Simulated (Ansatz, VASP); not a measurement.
## One calculation of CsSnI3, two programs

```
Cs Sn I
1.0
     6.30391    0.00000    0.00000
     0.00000    6.30391    0.00000
     0.00000    0.00000    6.22723
Cs Sn I
1 1 3
Direct
  0.00000 0.00000 0.00000
  0.50000 0.50000 0.50000
  0.50000 0.50000 0.00000
  0.50000 0.00000 0.50000
  0.00000 0.50000 0.50000
```

Change from the starting cell: epitaxial_xy strain +1.0%.

Alike in both runs: task single point; functional HSE06; k mesh 2 × 2 × 2; no spin polarisation.

|  | VASP | Ansatz |
| --- | --- | --- |
| version | VASP 6.6.1 | Ansatz 0.2.0 |
| potentials or method | VASP PAW PBE potentials, release 64 (Cs_sv, Sn_d, I) | plane waves, PAW |
| plane-wave cutoff (eV) | 520 | 420 |
| occupations | gaussian, width 0.01 eV | fixed |
| valence electrons in the cell | 44 | 74 |

Ansatz gave:

| Item | Value |
| --- | --- |
| gap on the k mesh at the Fermi level (eV) | 0.90 |
| pressure (GPa) | 1.0 |
| traceless stress, the component that is largest in VASP (GPa) | 0.33 |

Task: Which values does VASP return?

Result: gap on the k mesh at the Fermi level (eV): 0.90; pressure (GPa): 1.0; traceless stress, the component that is largest in VASP (GPa): 0.32.

VASP's potentials hold 44 valence electrons a cell and Ansatz's 74, so a difference there can come from the potentials and not from the codes. Ansatz's warnings: stress exchange threshold loose, stress scf threshold loose.

The k mesh is coarse, so the values compare programs but aren't converged. Spin-orbit coupling is off throughout.
